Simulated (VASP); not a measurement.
Set up this calculation in VASP 6.6.1, as the native input.

* Task: single point
* Functional: PBEsol
* Potentials or basis: VASP PAW PBE potentials, release 64 (Ta_pv, N)
* Cutoff: 520 eV
* k mesh: 18 × 18 × 8
* Occupations: gaussian, width 0.15 eV
* Spin: no spin polarisation
* Dipole correction: no
* Further INCAR settings: ALGO = Fast; EDIFF = 1e-06; NBANDS = 27

The structure of Ta3N lies in POSCAR:

```
Ta3N
1.0
    3.0005045844      0.0000000000      0.0000000000
   -1.5002522922      2.5985131942      0.0000000000
    0.0000000000      0.0000000000      7.4499251172
Ta N
3 1
Direct
    0.1301028757      0.0952419152      0.5000000000
    0.2705257310      0.6206883107      0.1725859884
    0.6038590643      0.2873549773      0.8274140116
   -0.0579734826     -0.0424395348      0.0000000000
```

This cell differs from its parent crystal: atoms displaced along a vibrational mode.

The input as run:

INCAR

```
PREC = Accurate
ENCUT = 520
EDIFF = 1E-6
ISMEAR = 0
SIGMA = 0.15
LREAL = F
LASPH = T
NELM = 60
ALGO = Fast
ISIF = 2
LWAVE = F
LCHARG = T
GGA = PS
LELF = T
LVHAR = T
NBANDS = 27
```

KPOINTS

```
Automatic mesh
0
Gamma
  18 18 8
```

Potentials or basis: VASP PAW PBE potentials, release 64 (Ta_pv, N).

Command:

```sh
$ cat potpaw_PBE.64/Ta_pv/POTCAR potpaw_PBE.64/N/POTCAR > POTCAR
$ mpirun -np 1 vasp_std > vasp.out
```

It gave:

```json
{
  "Pressure": "1.5 GPa",
  "Largest force": "0.561 eV/Å",
  "Band gap on the k mesh": "zero (bands 19 and 20 overlap by 0.72 eV)"
}
```

Caveat: the cell differs from its parent crystal (atoms displaced along a vibrational mode); the PAW data sets were made with another functional, which shifts forces and pressure a little; spin-orbit coupling is left out, which moves the levels of the heavy elements.

Wall time 22 min on 1 thread of AMD EPYC 9755 128-Core Processor, with other jobs on the host, peak memory 1.5 GiB.
